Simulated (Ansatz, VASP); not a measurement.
**Na in VASP and in Ansatz**

```
CELL_PARAMETERS angstrom
0.00000 2.55602 2.55602
2.55602 0.00000 2.55602
2.55602 2.55602 0.00000
ATOMIC_POSITIONS crystal
Na 0.00000 0.00000 0.00000
```

Alike in both runs: task relaxation of cell and atoms; functional LDA; k mesh 13 × 13 × 13; occupations fermi-dirac, width 0.05 eV; no spin polarisation.

|  | VASP | Ansatz |
| --- | --- | --- |
| version | VASP 6.6.1 | Ansatz 0.2.0 |
| potentials or method | VASP PAW LDA potentials, release 64 (Na_pv) | PAW with Ansatz's default frozen-core files, scalar-relativistic |
| plane-wave cutoff (eV) | 600 | 420 |
| valence electrons in the cell | 7 | 9 |

|  | VASP | Ansatz | Ansatz less VASP |
| --- | --- | --- | --- |
| relaxed volume (Å³/atom) | 33.36 | 33.40 | +0.034 |
| relaxed cell length with the largest relative difference (Å) | 3.614 | 3.615 | +0.0012 |

LDA's correlation is that of Perdew and Zunger in VASP and of Perdew and Wang (1992) in Ansatz. VASP's potentials hold 7 valence electrons a cell and Ansatz's 9, so a difference there can come from the potentials and not from the codes.
